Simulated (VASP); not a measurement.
# Bi2Te3 (m.B) in VASP: single point with PBE+D3(BJ)

Aim: the single point of Bi2Te3 (m.B) with PBE+D3(BJ).

Program: VASP 6.6.1. These are calculated values, not measurements. Logs are shortened: lines on timing, memory, paths and dates and some standing lists are left out, and cuts for length are marked.

### Step 1. The cell of the first run

The cell holds a sheet with vacuum, 5 atoms: a = 4.355 Å, b = 4.355 Å, c = 38.960 Å, α = 90.00°, β = 90.00°, γ = 120.00°.

### Step 2. Single point, PBE+D3(BJ)

INCAR reads:

```
  PREC = Accurate
  ENCUT = 400
  EDIFF = 1E-6
  ISMEAR = 0
  SIGMA = 0.03
  LREAL = False
  LASPH = True
  NELM = 120
  ALGO = Normal
  ISIF = 2
  LWAVE = False
  LCHARG = False
  LDIPOL = True
  IDIPOL = 3
  DIPOL = 0.5 0.5 0.277
  GGA = PE
  IVDW = 12
  NBANDS = 32
  GGA_COMPAT = False
  NELMDL = -8
```

KPOINTS reads:

```
Automatic mesh
0
Gamma
  12 12 1
```

POSCAR reads:

```
Bi2Te3
1.0
    4.3545546078      0.0000000000      0.0000000000
   -2.1772773039      3.7711549125      0.0000000000
    0.0000000000      0.0000000000     38.9599999965
Te Bi
3 2
Direct
    0.6666666667      0.3333333333      0.1798081924
    0.0000000000      0.0000000000      0.2769507187
    0.3333333333      0.6666666667      0.3740932451
    0.3333333333      0.6666666667      0.2244135441
    0.6666666667      0.3333333333      0.3294878934
```

Potentials or basis: VASP PAW PBE potentials, release 64 (Te, Bi_d).

The run is started by

```bash
$ cat potpaw_PBE.64/Te/POTCAR potpaw_PBE.64/Bi_d/POTCAR > POTCAR
$ mpirun -np 1 vasp_std > vasp.out
```

OUTCAR:

```text
PREC = Accurate
   ENCUT = 400
   EDIFF = 1E-6
   ISMEAR = 0
   LREAL = False
   LASPH = True
   NELM = 120
   ISIF = 2
   GGA = PE
   IVDW = 12
   NELMDL = -8
 IVDW          = 12

 ion  position               nearest neighbor table
   1  0.667  0.333  0.180-   4 3.06   4 3.06   4 3.06
   2  0.000  0.000  0.277-   4 3.24   4 3.24   4 3.24   5 3.24   5 3.24   5 3.24
   3  0.333  0.667  0.374-   5 3.06   5 3.06   5 3.06
   4  0.333  0.667  0.224-   1 3.06   1 3.06   1 3.06   2 3.24   2 3.24   2 3.24
   5  0.667  0.333  0.329-   3 3.06   3 3.06   3 3.06   2 3.24   2 3.24   2 3.24

  LATTYP: Found a hexagonal cell.
 ALAT       =     4.3545546078
 C/A-ratio  =     8.9469540528

  Lattice vectors:

 A1 = (   4.3545546078,   0.0000000000,   0.0000000000)
 A2 = (  -2.1772773039,   3.7711549125,   0.0000000000)
 A3 = (   0.0000000000,   0.0000000000,  38.9599999965)

Analysis of symmetry for initial positions (statically):
=====================================================================
 Subroutine PRICEL returns:
 Original cell was already a primitive cell.

 Routine SETGRP: Setting up the symmetry group for a
 hexagonal supercell.

 Subroutine GETGRP returns: Found 12 space group operations
 (whereof  6 operations were pure point group operations)
 out of a pool of 24 trial point group operations.

The static configuration has the point symmetry C_3v.
 The point group associated with its full space group is D_3d.

Analysis of symmetry for dynamics (positions and initial velocities):
=====================================================================
 Subroutine PRICEL returns:
 Original cell was already a primitive cell.

 Routine SETGRP: Setting up the symmetry group for a
 hexagonal supercell.

 Subroutine GETGRP returns: Found 12 space group operations
 (whereof  6 operations were pure point group operations)
 out of a pool of 24 trial point group operations.

The dynamic configuration has the point symmetry C_3v.
 The point group associated with its full space group is D_3d.

 Subroutine INISYM returns: Found 12 space group operations
 (whereof  6 operations are pure point group operations),
 and found     1 'primitive' translations

----------------------------------------------------------------------------------------

                                     Primitive cell

  volume of cell :     639.7894

  direct lattice vectors                    reciprocal lattice vectors
     4.354554608  0.000000000  0.000000000     0.229644611  0.132585378  0.000000000
    -2.177277304  3.771154913  0.000000000     0.000000000  0.265170756  0.000000000
     0.000000000  0.000000000 38.959999997     0.000000000  0.000000000  0.025667351

  length of vectors
     4.354554608  4.354554608 38.959999997     0.265170756  0.265170756  0.025667351

  position of ions in fractional coordinates (direct lattice)
     0.666666667  0.333333333  0.179808192
     0.000000000  0.000000000  0.276950719
     0.333333333  0.666666667  0.374093245
     0.333333333  0.666666667  0.224413544
     0.666666667  0.333333333  0.329487893

  ion indices of the primitive-cell ions
   primitive index   ion index
                 1           1
                 2           2
                 3           3
                 4           4
                 5           5

----------------------------------------------------------------------------------------

 KPOINTS: Automatic mesh

Automatic generation of k-mesh.
 Grid dimensions read from file:
 generate k-points for:   12   12    1

 Generating k-lattice:

  Cartesian coordinates                     Fractional coordinates (reciprocal lattice)
     0.019137051  0.011048782  0.000000000     0.083333333  0.000000000  0.000000000
     0.000000000  0.022097563  0.000000000     0.000000000  0.083333333  0.000000000
     0.000000000  0.000000000  0.025667351     0.000000000  0.000000000  1.000000000

  Length of vectors
     0.022097563  0.022097563  0.025667351

  Shift w.r.t. Gamma in fractional coordinates (k-lattice)
     0.000000000  0.000000000  0.000000000

 Subroutine IBZKPT returns following result:
 ===========================================

 Found     19 irreducible k-points:

 Following reciprocal coordinates:
            Coordinates               Weight
  0.000000  0.000000  0.000000      1.000000
  0.083333 -0.000000  0.000000      6.000000
  0.166667 -0.000000  0.000000      6.000000
  0.250000  0.000000  0.000000      6.000000
  0.333333  0.000000  0.000000      6.000000
  0.416667 -0.000000  0.000000      6.000000
[... 11 lines left out ...]
  0.333333  0.250000  0.000000     12.000000
  0.333333  0.333333  0.000000      2.000000
   k-points           NKPTS =     19   k-points in BZ     NKDIM =     19   number of bands    NBANDS=     32
   number of dos      NEDOS =    301   number of ions     NIONS =      5
   total plane-waves  NPLWV = 200704
   dimension x,y,z NGX =    28 NGY =   28 NGZ =  256
   dimension x,y,z NGXF=    56 NGYF=   56 NGZF=  512
   ions per type =               3   2
   NGX,Y,Z   is equivalent  to a cutoff of  10.69, 10.69, 10.92 a.u.
   NGXF,Y,Z  is equivalent  to a cutoff of  21.38, 21.38, 21.85 a.u.
 SYSTEM =  unknown system
   PREC   = accura    normal or accurate (medium, high low for compatibility)
   ISTART =      0    job   : 0-new  1-cont  2-samecut
   ICHARG =      2    charge: 1-file 2-atom 10-const
   ISPIN  =      1    spin polarized calculation?
   LNONCOLLINEAR =      F non collinear calculations
   LSORBIT =      F    spin-orbit coupling
   LASPH  =      T    aspherical Exc in radial PAW
   ENCUT  =  400.0 eV  29.40 Ry    5.42 a.u.   7.10  7.10 63.53*2*pi/ulx,y,z
   NELM   =    120;   NELMIN=  2; NELMDL= -8     # of ELM steps
   EDIFF  = 0.1E-05   stopping-criterion for ELM
   LREAL  =      F    real-space projection
   EDIFFG = 0.1E-04   stopping-criterion for IOM
   NSW    =      0    number of steps for IOM
   IBRION =     -1    ionic relax: 0-MD 1-quasi-New 2-CG
   NFREE  =      0    steps in history (QN), initial steepest desc. (CG)
   ISIF   =      2    stress and relaxation
   ISYM   =      2    0-nonsym 1-usesym 2-fastsym
   POTIM  = 0.5000    time-step for ionic-motion
   TEBEG  =    0.0;   TEEND  =   0.0 temperature during run
   PSTRESS=    0.0 pullay stress
   NELECT =      48.0000    total number of electrons
   NUPDOWN=      -1.0000    fix difference up-down
   EMIN   =  10.00;   EMAX   =-10.00  energy-range for DOS
   EFERMI =   0.00;   METHOD = LEGACY
   ISMEAR =     0;   SIGMA  =   0.03  broadening in eV -4-tet -1-fermi 0-gaus
   EFERMI_NEDOS =   21; number of points for ismear=-14 and -15
   IALGO  =     38    algorithm
   IMIX   =      4    mixing-type and parameters
     AMIX     =   0.40;   BMIX     =  1.00
     AMIX_MAG =   1.60;   BMIX_MAG =  1.00
  volume/ion in A,a.u.               =     127.96       863.50
  Fermi-wavevector in a.u.,A,eV,Ry     =   0.690467  1.304793  6.486504  0.476745
  Thomas-Fermi vector in A             =   1.771843
   LORBIT       =      0    0 simple, 1 ext, 2 COOP (PROOUT), +10 PAW based schemes
   GGA     = PE    functional components
   LHFCALC =     F    Hartree Fock is set to
   AEXX    =    0.0000 exact exchange contribution
   IVDW    =    12    specifies the selected vdW correction
   LEPSILON=     F    determine dielectric tensor
   LRPA    =     F    only Hartree local field effects (RPA)
 non-spin polarized calculation
 Gauss-broadening in eV      SIGMA  =   0.03
  energy-cutoff  :      400.00
  volume of cell :      639.79
 maximum number of plane-waves:     11709
   NGX = 15   NGY = 15   NGZ =127

 dipolmoment           0.000000      0.000000      0.000035 electrons x Angstroem

 number of electron      47.9999995 magnetization

 dipolmoment           0.000000      0.000000     -0.000025 electrons x Angstroem

 Free energy of the ion-electron system (eV)
  ---------------------------------------------------
  ext. energy  EPLUGINS =         0.00000000
  ---------------------------------------------------
  free energy    TOTEN  =       -18.32741666 eV

  energy without entropy =      -18.32741666  energy(sigma->0) =      -18.32741666

 E-fermi :  -2.3360     XC(G=0):  -2.8429

 val. band max:       -2.4967597658   @ k =   0.1667   0.0833   0.0000
 cond. band min:      -1.4376302353   @ k =   0.0000   0.0000   0.0000
 fundamental gap:      1.0591295305
 Fermi energy:        -2.3359880110

 k-point     1 :       0.0000    0.0000    0.0000
  band No.  band energies     occupation
      1     -25.1361      2.00000
      2     -25.1361      2.00000
      3     -25.1348      2.00000
      4     -25.1348      2.00000
      5     -25.1250      2.00000
      6     -25.1236      2.00000
[... 24 lines left out ...]
     31       2.3008      0.00000
     32       2.3629      0.00000

 k-point     2 :       0.0833   -0.0000    0.0000
  band No.  band energies     occupation
      1     -25.1365      2.00000
      2     -25.1352      2.00000
      3     -25.1352      2.00000
      4     -25.1339      2.00000
      5     -25.1245      2.00000
      6     -25.1232      2.00000
[... 24 lines left out ...]
     31       2.4041      0.00000
     32       2.4227      0.00000
[... 558 lines left out ...]
     31       2.9414      0.00000
     32       3.8687      0.00000

 k-point    19 :       0.3333    0.3333    0.0000
  band No.  band energies     occupation
      1     -25.1377      2.00000
      2     -25.1377      2.00000
      3     -25.1357      2.00000
      4     -25.1311      2.00000
      5     -25.1218      2.00000
      6     -25.1215      2.00000
[... 24 lines left out ...]
     31       3.9762      0.00000
     32       3.9763      0.00000

------------------------ aborting loop because EDIFF is reached ----------------------------------------

 vacuum level on the upper side and lower side of the slab       (xc-potential included)        -0.196        -0.197

 Edisp (eV)   -1.78135

 E8    (eV) :    -0.8768

  FORCE on cell =-STRESS in cart. coord.  units (eV):
  Direction    XX          YY          ZZ          XY          YZ          ZX
  --------------------------------------------------------------------------------------
  -------------------------------------------------------------------------------------
  Total      -0.07757    -0.07757    -0.04896    -0.00000     0.00000     0.00000
  in kB      -0.19425    -0.19425    -0.12260    -0.00000     0.00000     0.00000
  external pressure =       -0.17 kB  Pullay stress =        0.00 kB

 VOLUME and BASIS-vectors are now :
 -----------------------------------------------------------------------------
  energy-cutoff  :      400.00
  volume of cell :      639.79
      direct lattice vectors                 reciprocal lattice vectors
     4.354554608  0.000000000  0.000000000     0.229644611  0.132585378  0.000000000
    -2.177277304  3.771154913  0.000000000     0.000000000  0.265170756  0.000000000
     0.000000000  0.000000000 38.959999997     0.000000000  0.000000000  0.025667351

 POSITION                                       TOTAL-FORCE (eV/Angst)
 -----------------------------------------------------------------------------------
      2.17728      1.25705      7.00533        -0.000000      0.000000     -0.008707
      0.00000      0.00000     10.79000         0.000000     -0.000000      0.000000
     -0.00000      2.51410     14.57467         0.000000     -0.000000      0.008707
     -0.00000      2.51410      8.74315         0.000000     -0.000000      0.008700
      2.17728      1.25705     12.83685        -0.000000      0.000000     -0.008700
 -----------------------------------------------------------------------------------
    total drift:                               -0.000000     -0.000000     -0.000542

  FREE ENERGIE OF THE ION-ELECTRON SYSTEM (eV)
  ---------------------------------------------------
  free  energy   TOTEN  =       -20.1087634049 eV

  energy  without entropy=      -20.1087634049  energy(sigma->0) =      -20.10876340

 vacuum level on the upper side and lower side of the slab         2.714         2.713
```

Run time: 8.4 min. Hardware: 1 thread of Intel Xeon 6975P-C, shared host; peak memory 0.58 GiB.

What came out:

| Quantity | Value |
| --- | --- |
| Free energy | -20.1088 eV |
| Largest force | 0.009 eV/Å |
| Band gap on the k mesh | 1.06 eV, indirect (least direct gap 1.29 eV) |
| Dispersion energy per atom | -0.356 eV |

Forces on the atoms (eV/Å):
```
Te   0.000  0.000 -0.009
Te   0.000  0.000  0.000
Te   0.000  0.000  0.009
Bi   0.000  0.000  0.009
Bi   0.000  0.000 -0.009
```

Levels at points of the mesh, in eV from the valence-band top:
| k point | band 21 | band 22 | band 23 | band 24 | band 25 | band 26 | band 27 | band 28 |
| --- | --- | --- | --- | --- | --- | --- | --- | --- |
| (0.00, 0.00, 0.00) | -0.80 | -0.44 | -0.27 | -0.27 | 1.06 | 1.62 | 1.62 | 2.45 |
| (0.50, 0.00, 0.00) | -1.77 | -1.07 | -0.64 | -0.52 | 1.54 | 2.23 | 2.28 | 3.36 |

Caveat: spin-orbit coupling is left out, which moves the levels of the heavy elements.
